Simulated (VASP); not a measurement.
SnTe (NiAs type): single point with PBE

SnTe (NiAs type):

```xyz
4
Lattice="3.7815 0.0000 0.0000 -1.8907 3.2749 0.0000 0.0000 0.0000 8.0577" Properties=species:S:1:pos:R:3 pbc="T T T"
Sn    0.0000    0.0000    0.0000
Sn    0.0000    0.0000    4.0289
Te    0.0000    2.1832    2.0144
Te    1.8907    1.0916    6.0433
```

```
Program             : VASP 6.6.1
Task                : single point
Functional          : PBE
Potentials or basis : VASP PAW PBE potentials, release 64 (Sn_d, Te)
Cutoff              : 520 eV
k mesh              : 10 × 10 × 6
Occupations         : fermi-dirac, width 0.1 eV
Spin                : no spin polarisation
```

* Pressure: 17.0 GPa
* Band gap on the k mesh: zero (bands 20 and 21 overlap by 2.94 eV)

Stress tensor (GPa, compression positive):
```
16.97  0.00  0.00
 0.00 16.97  0.00
 0.00  0.00 17.06
```

Levels at points of the mesh, in eV from the Fermi level:
```
           k point  band 17  band 18  band 19  band 20  band 21  band 22  band 23  band 24
(0.00, 0.00, 0.00)    -1.00    -0.51    -0.51     2.08     3.04     3.04     3.22     3.36
(0.50, 0.00, 0.00)    -3.16    -1.58    -1.50    -0.90    -0.26     0.12     0.91     2.84
(0.00, 0.00, 0.50)    -0.76    -0.76    -0.29    -0.29     3.11     3.11     3.11     3.11
(0.50, 0.00, 0.50)    -3.96    -3.96    -2.56    -2.56     1.62     1.62     2.90     2.90
```

Wall time 88 s on 1 thread of AMD EPYC 9R45 96-Core Processor (Zen 5), with other jobs on the host, peak memory 0.26 GiB.

Caveat: the cell stands under pressure; spin-orbit coupling is left out, which moves the levels of the heavy elements.
